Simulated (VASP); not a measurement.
Input of a VASP 6.6.1 run:

File POSCAR:

```
Al3Cu2
1.0
    3.7718357896      0.0000000000      0.0000000000
   -1.8859178948      3.2665056127      0.0000000000
    0.0000000000      0.0000000000      4.6041040323
Al Cu
3 2
Direct
    0.0000000000      0.0000000000      0.0000000000
    0.3333333333      0.6666666667      0.3542317173
    0.6666666667      0.3333333333      0.6457682827
    0.3333333333      0.6666666667      0.8437782084
    0.6666666667      0.3333333333      0.1562217916
```

File INCAR.step1:

```
  PREC = Accurate
  ENCUT = 520
  ISMEAR = 0
  SIGMA = 0.1
  LREAL = False
  LASPH = True
  NELM = 100
  NBANDS = 24
  GGA = PE
  ALGO = Normal
  EDIFF = 1E-4
  LWAVE = True
  LCHARG = False
```

File INCAR.step2:

```
  PREC = Accurate
  ENCUT = 520
  EDIFF = 1E-6
  ISMEAR = 0
  SIGMA = 0.1
  LREAL = False
  LASPH = True
  NELM = 100
  ALGO = Normal
  ISIF = 2
  LWAVE = False
  LCHARG = False
  METAGGA = R2SCAN
  LMIXTAU = True
  NBANDS = 24
  ISTART = 1
```

The input KPOINTS:

```
Automatic mesh
0
Gamma
  12 12 8
```

Potentials or basis: VASP PAW PBE potentials, release 64 (Al, Cu).

The run is started by

```bash
$ cat potpaw_PBE.64/Al/POTCAR potpaw_PBE.64/Cu/POTCAR > POTCAR
$ cp INCAR.step1 INCAR
$ mpirun -np 1 vasp_std > vasp.out
$ cp INCAR.step2 INCAR
$ mpirun -np 1 vasp_std > vasp.out
```

Problem. Predict the largest force.

Solution. 0.016 eV/Å.

Problem. Predict the pressure.

Solution. 49.7 GPa.

Problem. What does it give for the band gap on the k mesh?

Solution. Zero (an odd number of electrons rules out a gap without spin polarisation).

Forces on the atoms (eV/Å):
```
Al   0.000  0.000  0.000
Al   0.000  0.000 -0.011
Al   0.000  0.000  0.011
Cu   0.000  0.000 -0.016
Cu   0.000  0.000  0.016
```

Caveat: the cell stands under pressure; the PAW data sets were made with another functional, which shifts forces and pressure a little.
